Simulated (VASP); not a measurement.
Ta, 19 atoms in the cell. The cell holds a slab with vacuum, 19 atoms: a = 4.694 Å, b = 7.422 Å, c = 24.957 Å, α = 90.00°, β = 90.00°, γ = 108.43°. 

| Property | Result |
| --- | --- |
| Program | VASP 6.6.1 |
| Task | single point |
| Functional | PBE |
| Potentials or basis | VASP PAW PBE potentials, release 64 (Ta_pv) |
| Cutoff | 520 eV |
| k mesh | 8 × 5 × 1 |
| Occupations | gaussian, width 0.1 eV |
| Spin | no spin polarisation |
| Dipole correction | yes |
| Further INCAR settings | LREAL = Auto; ALGO = Normal; EDIFF = 1e-07; NBANDS = 120; ISYM = 0 |

Potentials or basis: VASP PAW PBE potentials, release 64 (Ta_pv).

The run is started by

```console
$ cat potpaw_PBE.64/Ta_pv/POTCAR > POTCAR
$ mpirun -np 4 vasp_std > vasp.out
```

Hardware: 4 MPI ranks on Intel(R) Xeon(R) Platinum 8488C (Sapphire Rapids), on a shared host.

Question: Estimate the wall time of this run.

Answer: Wall time 25 min on 4 MPI ranks on Intel(R) Xeon(R) Platinum 8488C (Sapphire Rapids) (shared host), peak memory 1.6 GiB a rank. Counts: scf iterations 38, k points 21.
